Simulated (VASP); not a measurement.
Write the native input for VASP 6.6.1 that does the following.

```
Task                   : single point
Functional             : LDA
Potentials or basis    : VASP PAW LDA potentials, release 64 (V_sv, Os)
Cutoff                 : 520 eV
k mesh                 : 7 × 7 × 7
Occupations            : fermi-dirac, width 0.1 eV
Spin                   : collinear spin, ferromagnetic start
Starting moments       : [1.12, 1.12, 1.56, 0.22] μB
Fixed moment           : 4.5 μB
Dipole correction      : no
Further INCAR settings : ALGO = Normal; EDIFF = 1e-06; NBANDS = 36
```

The structure of V3Os lies in POSCAR:

```
V3Os
1.0
    4.2222960000      0.0000000000      0.0000000000
    2.1111480000      3.6566155983      0.0000000000
    2.1111480000      1.2188718661      3.4474902477
V Os
3 1
Direct
    0.2500000000      0.2500000000      0.2500000000
    0.7500000000      0.7500000000      0.7500000000
    0.5000000000      0.5000000000      0.5000000000
    0.0000000000      0.0000000000      0.0000000000
```

One way to write it, as run:

INCAR

```
  ALGO = Normal
  EDIFF = 1E-6
  ENCUT = 520
  GGA = CA
  ISIF = 2
  ISMEAR = -1
  ISPIN = 2
  LASPH = T
  LCHARG = F
  LMAXMIX = 4
  LORBIT = 11
  LREAL = F
  LWAVE = F
  MAGMOM = 1.12 1.12 1.56 0.22
  NBANDS = 36
  NELM = 150
  NUPDOWN = 4.5
  PREC = Accurate
  SIGMA = 0.1
```

KPOINTS

```
k-points
0
Gamma
  7 7 7
```

Potentials or basis: VASP PAW LDA potentials, release 64 (V_sv, Os).

Launch:

```console
$ cat potpaw_LDA.64/V_sv/POTCAR potpaw_LDA.64/Os/POTCAR > POTCAR
$ mpirun -np 1 vasp_std > vasp.out
```

It gave:

The pressure is 0.8 GPa, the net moment is 4.50 μB per cell and the site moments are V +1.07, +1.49 (each value once); Os +0.28 μB. The valence electrons inside the program's atomic spheres are V 11.73, 11.68 (each value once); Os 7.67.

Caveat: the total moment is fixed, so each spin has its own Fermi level.

Run time: 64 s on 1 thread of Intel(R) Xeon(R) Platinum 8488C (Sapphire Rapids), with other jobs on the host, peak memory 0.2 GiB.
